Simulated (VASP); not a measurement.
Set up this calculation in VASP 6.6.1, as the native input.

- Task: single point
- Functional: PBEsol-based screened hybrid with 25 % exact exchange
- Potentials or basis: VASP PAW PBE potentials, release 64 (Pt, Se)
- Cutoff: 520 eV
- k mesh: 5 × 5 × 3
- Occupations: fermi-dirac, width 0.05 eV
- Spin: no spin polarisation
- Dipole correction: no
- Grid for exact exchange (PRECFOCK): Normal
- Share of exact exchange: 0.25
- Further INCAR settings: ALGO = Normal; EDIFF = 1e-07; NBANDS = 18
- Screening parameter: 0.207 1/Å

The system is PtSe2.

```
CELL_PARAMETERS angstrom
3.72400 0.00000 0.00000
-1.86200 3.22508 0.00000
0.00000 0.00000 5.06200
ATOMIC_POSITIONS crystal
Pt 0.00000 0.00000 0.00000
Se 0.66667 0.33333 0.75000
Se 0.33333 0.66667 0.25000
```

The input as run:

POSCAR

```
PtSe2
1.0
    3.7240000000      0.0000000000      0.0000000000
   -1.8620000000      3.2250786037      0.0000000000
    0.0000000000      0.0000000000      5.0620000000
Pt Se
1 2
Direct
    0.0000000000      0.0000000000      0.0000000000
    0.6666666667      0.3333333333      0.7500000000
    0.3333333333      0.6666666667      0.2500000000
```

INCAR.step1

```
SYSTEM = PtSe2
PREC = Accurate ; ENCUT = 520
EDIFF = 1E-5 ; ISMEAR = -1
SIGMA = 0.05 ; LREAL = .False.
LASPH = .True. ; NELM = 100
ALGO = Normal ; ISIF = 2
LWAVE = .True. ; LCHARG = .False.
GGA = PE ; NBANDS = 18
```

INCAR.step2

```
SYSTEM = PtSe2
PREC = Accurate ; ENCUT = 520
EDIFF = 1E-7 ; ISMEAR = -1
SIGMA = 0.05 ; LREAL = .False.
LASPH = .True. ; NELM = 100
ALGO = Normal ; ISIF = 2
LWAVE = .False. ; LCHARG = .False.
GGA = PS ; LHFCALC = .True.
AEXX = 0.25 ; HFSCREEN = 0.207
PRECFOCK = Normal ; ISTART = 1
NBANDS = 18
```

KPOINTS

```
regular mesh
0
Gamma
  5 5 3
  0 0 0
```

Potentials or basis: VASP PAW PBE potentials, release 64 (Pt, Se).

Launch:

```sh
$ cat potpaw_PBE.64/Pt/POTCAR potpaw_PBE.64/Se/POTCAR > POTCAR
$ cp INCAR.step1 INCAR
$ mpirun -np 1 vasp_std > vasp.out
$ cp INCAR.step2 INCAR
$ mpirun -np 1 vasp_std > vasp.out
```

It gave:

```json
{"Pressure": "-0.7 GPa", "Largest force": "0.083 eV/Å", "Band gap on the k mesh": "0.13 eV (least direct gap 1.33 eV)"}
```

Caveat: the PAW data sets were made with another functional, which shifts forces and pressure a little; spin-orbit coupling is left out, which moves the levels of the heavy elements; an odd mesh through Γ misses points on the zone boundary, where band edges can lie.

Run time: 19 min on 1 thread of Intel(R) Xeon(R) Platinum 8488C (Sapphire Rapids), with other jobs on the host, peak memory 0.3 GiB.
